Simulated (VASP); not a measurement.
Write the native input for VASP 6.6.1 that does the following.

```yaml
Task: single point
Functional: PBE
Potentials_or_basis: VASP PAW PBE potentials, release 64 (Al, N)
Cutoff: 520 eV
k_mesh: 8 × 6 × 4
Occupations: gaussian, width 0.05 eV
Spin: no spin polarisation
Dipole_correction: no
Further_INCAR_settings: ALGO = Normal; EDIFF = 1e-06; NBANDS = 26
```

The structure of AlN lies in POSCAR:

```
AlN
1.0
   -3.3134793387      0.0000000000      0.0000000000
    0.0000000000      0.0000000000     -4.1875902400
    0.0000000000     -5.7391145645      0.0000000000
Al N
4 4
Direct
    0.5333184513      0.2269417053      0.1666666667
   -0.0333184513      0.2269417053      0.6666666667
    0.0333184513      0.7269417053      0.3333333333
    0.4666815487      0.7269417053      0.8333333333
    0.5321024605      0.7944169533      0.1666666667
   -0.0321024605      0.7944169533      0.6666666667
    0.0321024605      0.2944169533      0.3333333333
    0.4678975395      0.2944169533      0.8333333333
```

This cell differs from its parent crystal: mode 4 frozen in at -0.110 Å and mode 5 at -0.186 Å (largest displacements).

The input as run:

INCAR

```
SYSTEM = AlN
  ALGO = Normal
  EDIFF = 1E-6
  ENCUT = 520
  GGA = PE
  ISIF = 2
  ISMEAR = 0
  LASPH = .True.
  LCHARG = .False.
  LREAL = .False.
  LWAVE = .False.
  NBANDS = 26
  NELM = 80
  PREC = Accurate
  SIGMA = 0.05
```

KPOINTS

```
k-points
0
Gamma
  8 6 4
  0 0 0
```

Potentials or basis: VASP PAW PBE potentials, release 64 (Al, N).

Command:

```console
$ cat potpaw_PBE.64/Al/POTCAR potpaw_PBE.64/N/POTCAR > POTCAR
$ mpirun -np 1 vasp_std > vasp.out
```

Results of the run:

The pressure is 6.9 GPa. The largest force is 1.615 eV/Å. The band gap on the k mesh is 3.55 eV, direct.

Caveat: the cell differs from its parent crystal (mode 4 frozen in at -0.110 Å and mode 5 at -0.186 Å (largest displacements)); forces of over 1 eV/Å act on the atoms, so gaps and moduli don't describe the material at rest.

It took 51 s on 1 thread of Intel(R) Xeon(R) 6975P-C (Granite Rapids), with other jobs on the host, peak memory 0.24 GiB.
